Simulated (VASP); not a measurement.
Set up this calculation in VASP 6.6.1, as the native input.

```yaml
Task: G0W0 quasiparticle levels
Functional: PBE
Potentials_or_basis: VASP PAW PBE potentials, release 64 (C_GW)
Cutoff: 500 eV
k_mesh: 6 × 6 × 6
Occupations: gaussian, width 0.01 eV
Spin: no spin polarisation
Dipole_correction: no
GW_scheme: G0W0
GW_iterations: 1
Cutoff_of_the_response_function: 150
Frequency_points: 48
Empty_bands: 42
Further_INCAR_settings: ALGO = EVGW0; EDIFF = 1e-08; NBANDS = 46
```

Crystal: C.

```
CELL_PARAMETERS angstrom
0.00000 1.72672 1.72672
1.72672 0.00000 1.72672
1.72672 1.72672 0.00000
ATOMIC_POSITIONS crystal
C 0.00000 0.00000 0.00000
C 0.25000 0.25000 0.25000
```

One way to write it, as run:

POSCAR

```
C
1.0
    0.0000000000      1.7267204183      1.7267204183
    1.7267204183      0.0000000000      1.7267204183
    1.7267204183      1.7267204183      0.0000000000
C
2
Direct
    0.0000000000      0.0000000000      0.0000000000
    0.2500000000      0.2500000000      0.2500000000
```

INCAR.step1

```
  ALGO = Normal
  EDIFF = 1E-8
  ENCUT = 500
  GGA = PE
  ISMEAR = 0
  LASPH = T
  LCHARG = F
  LREAL = F
  LWAVE = T
  NELM = 100
  PREC = Accurate
  SIGMA = 0.01
```

INCAR.step2

```
  ALGO = Exact
  EDIFF = 1E-8
  ENCUT = 500
  GGA = PE
  ISMEAR = 0
  ISTART = 1
  LASPH = T
  LCHARG = F
  LOPTICS = T
  LREAL = F
  LWAVE = T
  NBANDS = 46
  NELM = 1
  PREC = Accurate
  SIGMA = 0.01
```

INCAR.step3

```
  ALGO = EVGW0
  EDIFF = 1E-8
  ENCUT = 500
  ENCUTGW = 150.0
  GGA = PE
  ISMEAR = 0
  ISTART = 1
  LASPH = T
  LCHARG = F
  LREAL = F
  LWAVE = F
  NBANDS = 46
  NBANDSGW = 12
  NELMGW = 1
  NOMEGA = 48
  PREC = Accurate
  PRECFOCK = Fast
  SIGMA = 0.01
```

KPOINTS

```
k-points
0
Gamma
  6 6 6
```

Potentials or basis: VASP PAW PBE potentials, release 64 (C_GW).

Command:

```bash
$ cat potpaw_PBE.64/C_GW/POTCAR > POTCAR
$ cp INCAR.step1 INCAR
$ mpirun -np 1 vasp_std > vasp.out
$ cp INCAR.step2 INCAR
$ mpirun -np 1 vasp_std > vasp.out
$ cp INCAR.step3 INCAR
$ mpirun -np 1 vasp_std > vasp.out
```

Results of the run:

```yaml
Band_gap_on_the_k_mesh_mean-field_level: 4.38 eV, indirect (least direct gap 5.86 eV)
Quasiparticle_gap: 5.69 eV
Least_direct_quasiparticle_gap: 7.60 eV
```

Caveat: the k points lie up to 0.53 Å⁻¹ apart; bands, screening cutoff and mesh are small and nothing is extrapolated, so the quasiparticle values aren't converged.

Run time: 86 s on 1 thread of Intel Xeon 8259CL (shared host), peak memory 0.19 GiB.
